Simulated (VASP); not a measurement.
Input of a VASP 6.6.1 run:

INCAR

```
ALGO     = Normal         # electronic algorithm
EDIFF    = 1E-6           # SCF threshold, eV
EDIFFG   = -0.01          # ionic threshold
ENCUT    = 600            # plane-wave cutoff, eV
GGA      = PE             # functional
IBRION   = 2              # ionic algorithm
ISIF     = 3              # what is computed and relaxed
ISMEAR   = 0              # smearing method
LASPH    = True           # aspherical terms in the spheres
LCHARG   = False          # write CHGCAR
LREAL    = False          # projectors in reciprocal space
LWAVE    = False          # write WAVECAR
NELM     = 100            # most SCF steps
NSW      = 100            # ionic steps
PREC     = Accurate       # precision mode
SIGMA    = 0.1            # smearing width, eV
```

The input KPOINTS:

```
k-points
0
Gamma
  12 12 6
```

The input POSCAR:

```
KHgF2
1.0
    4.9173859598      0.0000000000      0.0000000000
   -2.4586929799      4.2585811614      0.0000000000
    0.0000000000      0.0000000000      9.2059955491
K Hg F
1 1 2
Direct
    0.0000000000      0.0000000000      0.5000000000
    0.0000000000      0.0000000000      0.0000000000
    0.0000000000      0.0000000000      0.2440488260
    0.0000000000      0.0000000000      0.7559511740
```

Potentials or basis: VASP PAW PBE potentials, release 64 (K_sv, Hg, F).

Command:

```bash
$ cat potpaw_PBE.64/K_sv/POTCAR potpaw_PBE.64/Hg/POTCAR potpaw_PBE.64/F/POTCAR > POTCAR
$ mpirun -np 1 vasp_std > vasp.out
```

Question: Estimate the relaxed volume.

Answer: 48.27 Å³/atom.

Question: Predict the relaxed cell.

Answer: a = 4.914 Å, b = 4.914 Å, c = 9.233 Å, α = 90.00°, β = 90.00°, γ = 120.00°.

Step by step:
```tsv
step	energy change (eV)	largest force (eV/Å)	pressure (GPa)	volume (Å³)
1	0.0000	0.0401	0.08	192.78
2	-0.0005	0.0068	-0.07	193.47
3	-0.0006	0.0169	-0.02	193.24
4	-0.0007	0.0085	-0.02	193.08
```

Caveat: an odd number of electrons without spin polarisation forces a metal; a magnetic or distorted state may lie lower.
